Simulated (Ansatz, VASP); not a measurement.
# Two plane-wave programs on SnSe

```
Sn Se
1.0
     4.18990    0.00000    0.00000
     0.00000    4.18990    0.00000
     0.00000    0.00000   10.97962
Sn Se
2 2
Direct
  0.51899 0.01899 0.37816
  0.01899 0.51899 0.62184
  0.50000 0.00000 0.62178
  0.00000 0.50000 0.37822
```

Change from the starting cell: all Sn atoms moved +0.113 Å, as atom 1 along Cartesian [1 1 0].

Alike in both runs: task single point; functional LDA; k mesh 6 × 6 × 4; occupations gaussian, width 0.05 eV; no spin polarisation.

|  | VASP | Ansatz |
| --- | --- | --- |
| version | VASP 6.6.1 | Ansatz 0.2.0 |
| potentials or method | VASP PAW LDA potentials, release 64 (Sn_d, Se), cutoff 500 eV | scalar-relativistic, plane waves, PAW |
| valence electrons in the cell | 40 | 60 |

VASP gave:

| Quantity | Value |
| --- | --- |
| gap on the k mesh at the Fermi level (eV) | 1.47 |
| least direct gap on the mesh (eV) | 1.53 |
| rms of the force components (eV/Å) | 0.030 |

Q: What did Ansatz give for the same quantities?

A: gap on the k mesh at the Fermi level (eV): 1.48; least direct gap on the mesh (eV): 1.54; rms of the force components (eV/Å): 0.021.

LDA's correlation is that of Perdew and Zunger in VASP and of Perdew and Wang (1992) in Ansatz. Atom by atom the forces differ by 0.014 eV/Å (rms over components). VASP's potentials hold 40 valence electrons a cell and Ansatz's 60, so a difference there can come from the potentials and not from the codes.
